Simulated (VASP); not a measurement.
Set up this calculation in VASP 6.6.1, as the native input.

```
Task                   : relaxation of cell and atoms
Functional             : PBE
Potentials or basis    : VASP PAW PBE potentials, release 64 (Sn_d, Te)
Cutoff                 : 600 eV
k mesh                 : 4 × 4 × 4
Occupations            : gaussian, width 0.1 eV
Spin                   : no spin polarisation
Dipole correction      : no
Further INCAR settings : ALGO = Normal; EDIFF = 1e-06; IBRION = 2; EDIFFG = -0.04; NSW = 90; ISIF = 3
```

The structure of SnTe2 lies in POSCAR:

```
SnTe2
1.0
    0.0000000000      3.5513767921      3.5513767921
    3.5513767921      0.0000000000      3.5513767921
    3.5513767921      3.5513767921      0.0000000000
Sn Te
1 2
Direct
    0.0000000000      0.0000000000      0.0000000000
    0.2500000000      0.2500000000      0.2500000000
    0.7500000000      0.7500000000      0.7500000000
```

The input as run:

INCAR

```
PREC = Accurate
ENCUT = 600
EDIFF = 1E-6
ISMEAR = 0
SIGMA = 0.1
LREAL = False
LASPH = True
NELM = 60
ALGO = Normal
ISIF = 3
LWAVE = False
LCHARG = False
GGA = PE
IBRION = 2
NSW = 90
EDIFFG = -0.04
```

KPOINTS

```
regular mesh
0
Gamma
  4 4 4
```

Potentials or basis: VASP PAW PBE potentials, release 64 (Sn_d, Te).

The run is started by

```sh
$ cat potpaw_PBE.64/Sn_d/POTCAR potpaw_PBE.64/Te/POTCAR > POTCAR
$ mpirun -np 1 vasp_std > vasp.out
```

Results of the run:

* Relaxed volume: 34.57 Å³/atom
* Relaxed cell: a = 5.274 Å, b = 5.274 Å, c = 5.274 Å, α = 60.00°, β = 60.00°, γ = 60.00°
* Space group after relaxing (to 0.05 Å): Fm-3m (No. 225)
* Energy gained by relaxing: 94.3 meV/atom
* Ionic steps: 3
* Pressure after relaxing: 0.0 GPa
* Band gap on the k mesh: zero (band 13 reaches 5.96 eV, above the bottom of band 14 at 3.94 eV)

Caveat: the k points lie up to 0.36 Å⁻¹ apart in the final cell; the volume moved by over 15 % at a fixed basis, so the end points are rough; spin-orbit coupling is left out, which moves the levels of the heavy elements.

Run time: 44 s on 1 thread of AMD EPYC 7R43 64-Core Processor (Zen 3), on a shared host, peak memory 0.21 GiB.
